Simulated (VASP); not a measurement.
# TaC2: relaxation of cell and atoms with PBE

The system is TaC2.

```xyz
3
Lattice="4.2233 0.0000 0.0000 0.0000 4.2233 0.0000 0.0000 0.0000 2.7666" Properties=species:S:1:pos:R:3 pbc="T T T"
Ta    0.0000    0.0000    1.3833
C     0.0000    2.1117    1.3833
C     2.1117    0.0000    1.3833
```

* Program: VASP 6.6.1
* Task: relaxation of cell and atoms
* Functional: PBE
* Potentials or basis: VASP PAW PBE potentials, release 64 (Ta_pv, C)
* Cutoff: 600 eV
* k mesh: 12 × 12 × 16
* Occupations: gaussian, width 0.1 eV
* Spin: no spin polarisation
* Dipole correction: no
* Further INCAR settings: ALGO = Normal; EDIFF = 1e-06; IBRION = 2; EDIFFG = -0.01; NSW = 100; ISIF = 3

```yaml
Relaxed_volume: 16.46 Å³/atom
Relaxed_cell: a = 4.241 Å, b = 4.241 Å, c = 2.745 Å, α = 90.00°, β = 90.00°, γ = 90.00°
Space_group_after_relaxing_to_0.05_Å: P4/mmm (No. 123)
Energy_gained_by_relaxing: 1.1 meV/atom
Ionic_steps: 5
Pressure_after_relaxing: 0.0 GPa
```

Step by step:
| step | energy change (eV) | largest force (eV/Å) | pressure (GPa) | volume (Å³) |
| --- | --- | --- | --- | --- |
| 1 | 0.0000 | 0.0000 | 0.93 | 49.35 |
| 2 | 0.0007 | 0.0000 | -1.84 | 50.03 |
| 3 | -0.0026 | 0.0000 | -0.39 | 49.66 |
| 4 | -0.0032 | 0.0000 | -0.13 | 49.47 |
| 5 | -0.0033 | 0.0000 | 0.00 | 49.37 |

Final structure:
```
CELL_PARAMETERS angstrom
4.24084 0.00000 0.00000
0.00000 4.24084 0.00000
0.00000 0.00000 2.74512
ATOMIC_POSITIONS crystal
Ta 0.00000 0.00000 0.50000
C 0.00000 0.50000 0.50000
C 0.50000 0.00000 0.50000
```

Levels at points of the mesh, in eV from the Fermi level:
```csv
k point,band 7,band 8,band 9,band 10,band 11,band 12,band 13
"(0.00, 0.00, 0.00)",-1.41,-1.41,1.30,1.30,1.33,2.73,3.39
"(0.50, 0.00, 0.00)",-2.42,-2.00,-0.42,-0.35,1.48,3.06,4.51
"(0.50, 0.50, 0.00)",-4.04,-3.81,-2.32,1.50,1.50,2.27,5.99
"(0.00, 0.00, 0.50)",-1.06,-0.52,-0.52,0.02,0.02,2.06,2.06
"(0.50, 0.00, 0.50)",-3.38,-2.17,-0.80,-0.42,0.84,0.89,3.99
"(0.50, 0.50, 0.50)",-3.86,-3.64,-3.16,-2.53,2.92,4.02,4.02
```

Run time: 5.7 min on 1 thread of Intel Xeon 6975P-C, with other jobs on the host, peak memory 0.36 GiB.

Caveat: spin-orbit coupling is left out, which moves the levels of the heavy elements.
